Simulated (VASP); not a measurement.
Wanted: the native input for a VASP 6.6.1 run.

```
Task                   : single point
Functional             : LDA
Potentials or basis    : VASP PAW LDA potentials, release 64 (Zn, Sn_d, P)
Cutoff                 : 500 eV
k mesh                 : 6 × 6 × 6
Occupations            : fermi-dirac, width 0.02 eV
Spin                   : no spin polarisation
Dipole correction      : no
Further INCAR settings : ALGO = Normal; EDIFF = 1e-06; NBANDS = 46
```

The structure of ZnSnP2 lies in POSCAR:

```
ZnSnP2
1.0
   -2.7855033052      2.7855033052      5.5933363622
    2.7855033052     -2.7855033052      5.5933363622
    2.7855033052      2.7855033052     -5.5933363622
Zn Sn P
2 2 4
Direct
    0.7500000000      0.2500000000      0.5000000000
    0.0000000000      0.0000000000      0.0000000000
    0.2500000000      0.7500000000      0.5000000000
    0.5000000000      0.5000000000      0.0000000000
    0.3750000000      0.3490074761      0.4740074761
    0.6509925239      0.1250000000      0.0259925239
    0.0990074761      0.6250000000      0.9740074761
    0.8750000000      0.9009925239      0.5259925239
```

These files were run (other wordings do the same):

INCAR

```
PREC = Accurate
ENCUT = 500
EDIFF = 1E-6
ISMEAR = -1
SIGMA = 0.02
LREAL = F
LASPH = T
NELM = 120
ALGO = Normal
ISIF = 2
LWAVE = F
LCHARG = F
GGA = CA
NBANDS = 46
GGA_COMPAT = F
```

KPOINTS

```
regular mesh
0
Gamma
  6 6 6
```

Potentials or basis: VASP PAW LDA potentials, release 64 (Zn, Sn_d, P).

The run is started by

```bash
$ cat potpaw_LDA.64/Zn/POTCAR potpaw_LDA.64/Sn_d/POTCAR potpaw_LDA.64/P/POTCAR > POTCAR
$ mpirun -np 1 vasp_std > vasp.out
```

Results of the run:

* Pressure: 0.1 GPa
* Largest force: 0.026 eV/Å
* Band gap on the k mesh: 0.84 eV

Caveat: spin-orbit coupling is left out, which moves the levels of the heavy elements.

Run time: 3.6 min on 1 thread of Intel(R) Xeon(R) Platinum 8488C (Sapphire Rapids), on a shared host, peak memory 0.39 GiB.
